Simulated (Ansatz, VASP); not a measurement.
Two plane-wave programs on Ca

```
Ca
1.0
    -2.22349    2.18955    2.20923
     2.22349   -2.18955    2.20923
     2.21669    2.18276   -2.20923
Ca
1
Cartesian
  0.0000 0.0000 2.2092
```

Alike in both runs: task single point; functional PBEsol; k mesh 12 × 12 × 12; occupations gaussian, width 0.1 eV; no spin polarisation.

|  | VASP | Ansatz |
| --- | --- | --- |
| version | VASP 6.6.1 | Ansatz 0.2.0 |
| potentials or method | VASP PAW PBE potentials, release 64 (Ca_sv), cutoff 520 eV | scalar-relativistic, plane waves, PAW |
| valence electrons in the cell | 10 | 10 |

|  | VASP | Ansatz | Ansatz less VASP |
| --- | --- | --- | --- |
| gap on the k mesh at the Fermi level (eV) | none | none | - |
| pressure (GPa) | -0.9 | -0.9 | -0.01 |

VASP's potentials were made for PBE, not for PBEsol. A gap of «none» marks a metal or a gap that the smearing closes.
